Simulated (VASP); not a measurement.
TiAl3: single point with r2SCAN

TiAl3:

```
CELL_PARAMETERS angstrom
-1.91268 1.91268 4.27740
1.91268 -1.91268 4.27740
1.91268 1.91268 -4.27740
ATOMIC_POSITIONS crystal
Ti 0.00000 0.00000 0.00000
Al 0.25000 0.75000 0.50000
Al 0.75000 0.25000 0.50000
Al 0.50000 0.50000 0.00000
```

```
Program             : VASP 6.6.1
Task                : single point
Functional          : r2SCAN
Potentials or basis : VASP PAW PBE potentials, release 64 (Ti_sv, Al)
Cutoff              : 520 eV
k mesh              : 10 × 10 × 10
Occupations         : fermi-dirac, width 0.05 eV
Spin                : no spin polarisation
```

- Pressure: -0.1 GPa
- Band gap on the k mesh: zero (an odd number of electrons rules out a gap without spin polarisation)

Levels at points of the mesh, in eV from the Fermi level:
| k point | band 9 | band 10 | band 11 | band 12 | band 13 | band 14 |
| --- | --- | --- | --- | --- | --- | --- |
| (0.00, 0.00, 0.00) | -1.32 | -1.32 | 0.87 | 1.75 | 1.75 | 2.19 |
| (0.50, 0.00, 0.00) | -1.15 | -0.25 | 0.57 | 2.07 | 2.15 | 2.92 |
| (0.50, 0.50, 0.00) | -3.02 | -2.34 | -1.05 | 1.95 | 2.24 | 2.79 |
| (0.50, 0.50, 0.50) | -1.06 | -0.27 | 0.79 | 0.79 | 1.00 | 3.23 |

It took 8.9 min on 1 thread of Intel(R) Xeon(R) Platinum 8259CL CPU @ 2.50GHz (Skylake/Cascade Lake), on a shared host, peak memory 0.32 GiB.

Caveat: the PAW data sets were made with another functional, which shifts forces and pressure a little.
